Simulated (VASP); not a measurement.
# Ti (Fm-3m) in VASP: notebook

Runs on Ti. Level: r2SCAN. Tasks: relaxation of cell and atoms.

All numbers are computed with VASP 6.6.1; they aren't measurements. Logs are shortened: lines on timing, memory, paths and dates and some standing lists are left out, and cuts for length are marked.

## (1) The cell of the first run

The structure is cubic, space group Fm-3m (No. 225). The conventional cell has a = 4.130 Å, b = 4.130 Å, c = 4.130 Å, α = 90.00°, β = 90.00°, γ = 90.00°. Within 3.8 Å of Ti (site symmetry m-3m) lie 12 Ti at 2.92 Å.

This isn't the form of Ti at room conditions, which is hcp.

## (2) Relaxation of cell and atoms, r2SCAN, target pressure 20 GPa, at which the enthalpy is minimised

Input file POSCAR:

```
Ti
1.0
    0.0000000000      2.0650000000      2.0650000000
    2.0650000000      0.0000000000      2.0650000000
    2.0650000000      2.0650000000      0.0000000000
Ti
1
Direct
    0.0000000000      0.0000000000      0.0000000000
```

Input file INCAR.step1:

```
SYSTEM = Ti
PREC = Accurate
ENCUT = 550
ISMEAR = -1
SIGMA = 0.1
LREAL = .False.
LASPH = .True.
NELM = 120
GGA = PE
ALGO = Normal
EDIFF = 1E-5
LWAVE = .True.
LCHARG = .False.
GGA_COMPAT = .False.
IBRION = 2
ISIF = 3
EDIFFG = -0.005
NELMIN = 4
NSW = 100
```

Input file INCAR.step2:

```
SYSTEM = Ti
PREC = Accurate
ENCUT = 550
EDIFF = 1E-7
ISMEAR = -1
SIGMA = 0.1
LREAL = .False.
LASPH = .True.
NELM = 120
ALGO = Normal
ISIF = 3
LWAVE = .False.
LCHARG = .False.
METAGGA = R2SCAN
LMIXTAU = .True.
IBRION = 2
NSW = 80
EDIFFG = -0.02
PSTRESS = 200.0
ISTART = 1
GGA_COMPAT = .False.
NELMIN = 4
```

Input file KPOINTS:

```
regular mesh
0
Gamma
  19 19 19
  0 0 0
```

Potentials or basis: VASP PAW PBE potentials, release 64 (Ti_sv).

Command:

```console
$ cat potpaw_PBE.64/Ti_sv/POTCAR > POTCAR
$ cp INCAR.step1 INCAR
$ mpirun -np 1 vasp_std > vasp.out
$ cp INCAR.step2 INCAR
$ mpirun -np 1 vasp_std > vasp.out
```

OUTCAR:

```text
SYSTEM = Ti
   PREC = Accurate
   ENCUT = 550
   EDIFF = 1E-7
   ISMEAR = -1
   LREAL = .False.
   LASPH = .True.
   NELM = 120
   ISIF = 3
   METAGGA = R2SCAN
   IBRION = 2
   NSW = 80
   EDIFFG = -0.02
   PSTRESS = 200.0
   ISTART = 1
   NELMIN = 4

 ion  position               nearest neighbor table
   1  0.000  0.000  0.000-

  LATTYP: Found a face centered cubic cell.
 ALAT       =     4.1300000000

  Lattice vectors:

 A1 = (   0.0000000000,   2.0650000000,   2.0650000000)
 A2 = (   2.0650000000,   0.0000000000,   2.0650000000)
 A3 = (   2.0650000000,   2.0650000000,   0.0000000000)

Analysis of symmetry for initial positions (statically):
=====================================================================
 Subroutine PRICEL returns:
 Original cell was already a primitive cell.

 Routine SETGRP: Setting up the symmetry group for a
 face centered cubic supercell.

 Subroutine GETGRP returns: Found 48 space group operations
 (whereof 48 operations were pure point group operations)
 out of a pool of 48 trial point group operations.

The static configuration has the point symmetry O_h .

Analysis of symmetry for dynamics (positions and initial velocities):
=====================================================================
 Subroutine PRICEL returns:
 Original cell was already a primitive cell.

 Routine SETGRP: Setting up the symmetry group for a
 face centered cubic supercell.

 Subroutine GETGRP returns: Found 48 space group operations
 (whereof 48 operations were pure point group operations)
 out of a pool of 48 trial point group operations.

The dynamic configuration has the point symmetry O_h .

 Subroutine INISYM returns: Found 48 space group operations
 (whereof 48 operations are pure point group operations),
 and found     1 'primitive' translations

----------------------------------------------------------------------------------------

                                     Primitive cell

  volume of cell :      17.6112

  direct lattice vectors                    reciprocal lattice vectors
     0.000000000  2.065000000  2.065000000    -0.242130751  0.242130751  0.242130751
     2.065000000  0.000000000  2.065000000     0.242130751 -0.242130751  0.242130751
     2.065000000  2.065000000  0.000000000     0.242130751  0.242130751 -0.242130751

  length of vectors
     2.920351006  2.920351006  2.920351006     0.419382762  0.419382762  0.419382762
[... 83 lines left out ...]
   IBRION =      2    ionic relax: 0-MD 1-quasi-New 2-CG
   NFREE  =      1    steps in history (QN), initial steepest desc. (CG)
   ISIF   =      3    stress and relaxation
   ISYM   =      2    0-nonsym 1-usesym 2-fastsym
   POTIM  = 0.5000    time-step for ionic-motion
   TEBEG  =    0.0;   TEEND  =   0.0 temperature during run
   PSTRESS=  200.0 pullay stress
   NELECT =      12.0000    total number of electrons
   NUPDOWN=      -1.0000    fix difference up-down
   EMIN   =  10.00;   EMAX   =-10.00  energy-range for DOS
   EFERMI =   0.00;   METHOD = LEGACY
   ISMEAR =    -1;   SIGMA  =   0.10  broadening in eV -4-tet -1-fermi 0-gaus
   EFERMI_NEDOS =   21; number of points for ismear=-14 and -15
   IALGO  =     38    algorithm
   IMIX   =      4    mixing-type and parameters
     AMIX     =   0.40;   BMIX     =  1.00
     AMIX_MAG =   1.60;   BMIX_MAG =  1.00
  volume/ion in A,a.u.               =      17.61       118.85
  Fermi-wavevector in a.u.,A,eV,Ry     =   1.440584  2.722309 28.235921  2.075282
  Thomas-Fermi vector in A             =   2.559312
   LORBIT       =      0    0 simple, 1 ext, 2 COOP (PROOUT), +10 PAW based schemes
   METAGGA = R2SCAN    functional components
   LHFCALC =     F    Hartree Fock is set to
   AEXX    =    0.0000 exact exchange contribution
   IVDW    =     0    specifies the selected vdW correction
   LEPSILON=     F    determine dielectric tensor
   LRPA    =     F    only Hartree local field effects (RPA)
 conjugate gradient relaxation of ions
 non-spin polarized calculation
  energy-cutoff  :      550.00
  volume of cell :       17.61
 maximum number of plane-waves:       534
   NGX = 11   NGY = 11   NGZ = 11

--------------------------------------- Ionic step        1  -------------------------------------------

 number of electron      12.0000000 magnetization

 Free energy of the ion-electron system (eV)
  ---------------------------------------------------
  ext. energy  EPLUGINS =         0.00000000
  ---------------------------------------------------
  free energy    TOTEN  =       -12.90511279 eV

  energy without entropy =      -12.85307188  energy(sigma->0) =      -12.87909234

------------------------ aborting loop because EDIFF is reached ----------------------------------------

  FORCE on cell =-STRESS in cart. coord.  units (eV):
  Direction    XX          YY          ZZ          XY          YZ          ZX
  --------------------------------------------------------------------------------------
  -------------------------------------------------------------------------------------
  Total       -0.1033387     -0.1033387     -0.1033387     -0.0000000     -0.0000000      0.0000000
  in kB       -9.4012051     -9.4012051     -9.4012051     -0.0000000     -0.0000000      0.0000000
  external PRESSURE =    -209.4012051 kB  Pullay stress =     200.0000000 kB
[... 24 lines left out ...]
--------------------------------------- Ionic step        2  -------------------------------------------

 number of electron      12.0000000 magnetization

 E-fermi :  12.4407     XC(G=0): -14.2714

 val. band max:       12.4299145793   @ k =   0.2632   0.0000   0.0000
 cond. band min:      12.4663223943   @ k =  -0.3684   0.3684   0.1579
 fundamental gap:      0.0364078151
 Fermi energy:        12.4406698558

 k-point     1 :       0.0000    0.0000    0.0000
  band No.  band energies     occupation
      1     -46.2222      2.00000
      2     -20.3134      2.00000
      3     -20.3134      2.00000
      4     -20.3134      2.00000
      5       5.5274      2.00000
      6      13.5447      0.00003
      7      13.5447      0.00003
      8      13.5447      0.00003
      9      16.2756      0.00000
     10      16.2756      0.00000
[... 372 lines left out ...]
--------------------------------------- Ionic step        4  -------------------------------------------

 number of electron      12.0000001 magnetization

 Free energy of the ion-electron system (eV)
  ---------------------------------------------------
  ext. energy  EPLUGINS =         0.00000000
  ---------------------------------------------------
  free energy    TOTEN  =       -12.77504386 eV

  energy without entropy =      -12.73082403  energy(sigma->0) =      -12.75293395

 E-fermi :   9.8055     XC(G=0): -13.1344

 val. band max:        9.8023923924   @ k =   0.4737   0.1053   0.0000
 cond. band min:       9.8129944428   @ k =   0.2632   0.0526   0.0000
 fundamental gap:      0.0106020504
 Fermi energy:         9.8055076785

 k-point     1 :       0.0000    0.0000    0.0000
  band No.  band energies     occupation
      1     -49.0023      2.00000
      2     -23.6075      2.00000
      3     -23.6075      2.00000
      4     -23.6075      2.00000
      5       3.0587      2.00000
      6      10.8869      0.00004
      7      10.8869      0.00004
      8      10.8869      0.00004
      9      13.0280      0.00000
     10      13.0280      0.00000
[... 331 lines left out ...]
  energy  without entropy=      -12.7308240295  energy(sigma->0) =      -12.75293395

  enthalpy is  TOTEN    =       -10.8854736142 eV   P V=        1.8895702465

 reached required accuracy - stopping structural energy minimisation
```

OUTCAR.step1:

```text
SYSTEM = Ti
   PREC = Accurate
   ENCUT = 550
   ISMEAR = -1
   LREAL = .False.
   LASPH = .True.
   NELM = 120
   GGA = PE
[... 807 lines left out ...]
  -------------------------------------------------------------------------------------
  Total        0.0004568      0.0004568      0.0004568      0.0000000      0.0000000     -0.0000000
  in kB        0.0421457      0.0421457      0.0421457      0.0000000      0.0000000     -0.0000000
  external PRESSURE =       0.0421457 kB  Pullay stress =       0.0000000 kB
[... 16 lines left out ...]
  FREE ENERGIE OF THE ION-ELECTRON SYSTEM (eV)
  ---------------------------------------------------
  free  energy   TOTEN  =        -7.8063235463 eV

  energy  without entropy=       -7.7496676866  energy(sigma->0) =       -7.77799562

 reached required accuracy - stopping structural energy minimisation
```

OSZICAR.step1:

```text
N       E                     dE             d eps       ncg     rms          rms(c)
DAV:   1     0.781364589300E+02    0.78136E+02   -0.70677E+03  4410   0.150E+03
DAV:   2    -0.449190749429E+01   -0.82628E+02   -0.81208E+02  4550   0.318E+02
DAV:   3    -0.869393640660E+01   -0.42020E+01   -0.41552E+01  5966   0.752E+01
DAV:   4    -0.883697520554E+01   -0.14304E+00   -0.14270E+00  5120   0.115E+01
[... 63 lines left out ...]
DAV:   1    -0.780673168981E+01   -0.40603E-03   -0.92231E-03  4406   0.151E+00    0.176E-01
DAV:   2    -0.780630643850E+01    0.42525E-03   -0.16808E-03  4630   0.567E-01    0.346E-02
DAV:   3    -0.780630254179E+01    0.38967E-05   -0.12534E-04  5920   0.864E-02    0.120E-02
DAV:   4    -0.780631377240E+01   -0.11231E-04   -0.20143E-05  4318   0.274E-02    0.806E-03
DAV:   5    -0.780632354631E+01   -0.97739E-05   -0.21987E-05  4718   0.232E-02
   9 F= -.78063235E+01 E0= -.77779956E+01  d E =-.770915E-07
```

It took 16 min on 1 thread of AMD EPYC 7R13 (Zen 3), shared host; peak memory 0.16 GiB.

What came out:

```
Free energy                                                : -12.7750 eV
Relaxed volume                                             : 15.14 Å³/atom
Relaxed cell                                               : a = 2.777 Å, b = 2.777 Å, c = 2.777 Å, α = 60.00°, β = 60.00°, γ = 60.00°
Space group after relaxing (to 0.1 Å)                      : Fm-3m (No. 225)
Energy change on relaxing (the run minimises the enthalpy) : +130.1 meV/atom
Ionic steps                                                : 4
Pressure after relaxing                                    : 19.9 GPa
Band gap on the k mesh                                     : zero (bands 6 and 7 overlap by 1.51 eV)
```

Step by step:
```csv
step,energy change (eV),largest force (eV/Å),pressure (GPa),volume (Å³)
1,0.0000,0.0000,-0.94,17.61
2,0.8162,0.0000,64.91,12.37
3,0.1174,0.0000,18.70,15.24
4,0.1301,0.0000,19.87,15.14
```

Final structure:
```
Ti
1.0
     0.00000    1.96338    1.96338
     1.96338    0.00000    1.96338
     1.96338    1.96338    0.00000
Ti
1
Direct
  0.00000 0.00000 0.00000
```

Levels at points of the mesh, in eV from the Fermi level:
| k point | band 3 | band 4 | band 5 | band 6 | band 7 | band 8 | band 9 | band 10 |
| --- | --- | --- | --- | --- | --- | --- | --- | --- |
| (0.00, 0.00, 0.00) | -33.41 | -33.41 | -6.75 | 1.08 | 1.08 | 1.08 | 3.22 | 3.22 |

Caveat: the cell is relaxed towards a set pressure, so the run minimises the enthalpy, not the energy; the PAW data sets were made with another functional, which shifts forces and pressure a little.

(Part 1 of 2 ends here.)
